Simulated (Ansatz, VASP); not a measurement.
**TiHg in VASP and in Ansatz**

INCAR

```
SYSTEM = TiHg
PREC = Accurate ; ENCUT = 520
EDIFF = 1E-6 ; ISMEAR = -1
SIGMA = 0.08 ; LREAL = .FALSE.
LASPH = .TRUE. ; NELM = 100
ALGO = Normal ; ISIF = 2
LWAVE = .FALSE. ; LCHARG = .TRUE.
GGA = CA ; LELF = .TRUE.
LVHAR = .TRUE. ; NBANDS = 19
```

The input KPOINTS:

```
regular mesh
0
G
  14 14 10
  0 0 0
```

POSCAR

```
TiHg
1.0
    3.0485966461      0.0000000000      0.0000000000
    0.0000000000      3.0485966461      0.0000000000
    0.0000000000      0.0000000000      4.0941771508
Ti Hg
1 1
Direct
    0.5000000000      0.5000000000      0.5000000000
    0.0000000000      0.0000000000      0.0000000000
```

Input for Ansatz:

```yaml
crystal:
  lattice:
    - [3.0485966461, 0.0, 0.0]
    - [0.0, 3.0485966461, 0.0]
    - [0.0, 0.0, 4.0941771508]
  atoms:
    - { symbol: Ti, position: [0.5, 0.5, 0.5] }
    - { symbol: Hg, position: [0.0, 0.0, 0.0] }
kpoints:
  mp_grid: { grid: [14, 14, 10] }
  band_path:
    path:
      - [0.0, 0.0, 0.0]
      - [0.0, 0.5, 0.0]
      - [0.5, 0.5, 0.0]
      - [0.0, 0.0, 0.0]
      - [0.0, 0.0, 0.5]
      - [0.0, 0.5, 0.5]
      - [0.5, 0.5, 0.5]
      - [0.0, 0.0, 0.5]
      - [0.0, 0.5, 0.0]
    npoints: 5
scf:
  occupations: { method: fermi_dirac, width: 0.08 }
hamiltonian:
  xc: lda
  pseudopotentials: { kind: all_electron, lapw: { basis_error: 0.001 } }
output:
  forces: true
  stress: true
  eigenvalues: true
```

Change from the starting cell: volume scaled by 1.04.

Alike in both runs: task single point; functional LDA; k mesh 14 × 14 × 10; occupations fermi-dirac, width 0.08 eV; no spin polarisation.

|  | VASP | Ansatz |
| --- | --- | --- |
| version | VASP 6.6.1 | Ansatz 0.2.0 |
| potentials or method | VASP PAW LDA potentials, release 64 (Ti_sv, Hg), cutoff 520 eV | all-electron LAPW, scalar-relativistic |

|  | VASP | Ansatz | Ansatz less VASP |
| --- | --- | --- | --- |
| pressure (GPa) | -9.5 | -10.3 | -0.74 |
| traceless stress, the component that is largest in VASP (GPa) | 0.23 | 0.26 | +0.028 |

LDA's correlation is that of Perdew and Zunger in VASP and of Perdew and Wang (1992) in Ansatz. Ansatz ran all-electron here, and VASP with PAW potentials.

Spin-orbit coupling is off throughout.
